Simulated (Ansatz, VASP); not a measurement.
**Two plane-wave programs on NaF**

The input POSCAR:

```
NaF
1.0
    0.0000000000      2.2856822476      2.2856822476
    2.2856822476      0.0000000000      2.2856822476
    2.2856822476      2.2856822476      0.0000000000
Na F
1 1
Direct
    0.0000000000      0.0000000000      0.0000000000
    0.5000000000      0.5000000000      0.5000000000
```

INCAR.step1

```
PREC = Accurate
ENCUT = 520
EDIFF = 1E-5
ISMEAR = 0
SIGMA = 0.01
LREAL = F
LASPH = T
NELM = 100
ALGO = Normal
ISIF = 2
LWAVE = T
GGA = PE
NBANDS = 14
```

INCAR.step2

```
PREC = Accurate
ENCUT = 520
EDIFF = 1E-6
ISMEAR = 0
SIGMA = 0.01
LREAL = F
LASPH = T
NELM = 100
ALGO = Normal
ISIF = 2
LWAVE = F
LCHARG = T
GGA = PE
LHFCALC = T
HFSCREEN = 0.2079
PRECFOCK = Normal
LELF = T
LVHAR = T
ISTART = 1
NBANDS = 14
```

File KPOINTS:

```
Automatic mesh
0
Gamma
  6 6 6
```

Input for Ansatz:

```yaml
crystal:
  lattice:
    - [0.0, 2.2856822476, 2.2856822476]
    - [2.2856822476, 0.0, 2.2856822476]
    - [2.2856822476, 2.2856822476, 0.0]
  atoms:
    - { symbol: Na, position: [0.0, 0.0, 0.0] }
    - { symbol: F, position: [0.5, 0.5, 0.5] }
kpoints:
  mp_grid: { grid: [6, 6, 6] }
  band_path:
    path:
      - [0.0, 0.0, 0.0]
      - [0.5, 0.0, 0.5]
      - [0.625, 0.25, 0.625]
      - [0.375, 0.375, 0.75]
      - [0.5, 0.5, 0.5]
      - [0.5, 0.25, 0.75]
    npoints: 1
hamiltonian:
  xc: hse06
scf:
  occupations: { method: fixed }
  n_extra_bands: 4
output:
  forces: true
  stress: true
  eigenvalues: true
```

Change from the starting cell: hydrostatic strain -0.5%.

Alike in both runs: task single point; functional HSE06; k mesh 6 × 6 × 6; no spin polarisation.

|  | VASP | Ansatz |
| --- | --- | --- |
| version | VASP 6.6.1 | Ansatz 0.2.0 |
| potentials or method | VASP PAW PBE potentials, release 64 (Na_pv, F) | plane waves, PAW |
| plane-wave cutoff (eV) | 520 | 420 |
| occupations | gaussian, width 0.01 eV | fixed |
| valence electrons in the cell | 14 | 16 |

```tsv
	VASP	Ansatz	Ansatz less VASP
gap on the k mesh at the Fermi level (eV)	8.70	8.73	+0.032
pressure (GPa)	2.5	2.4	-0.16
```

VASP's potentials hold 14 valence electrons a cell and Ansatz's 16, so a difference there can come from the potentials and not from the codes. Ansatz's warnings: stress exchange threshold loose, stress scf threshold loose.
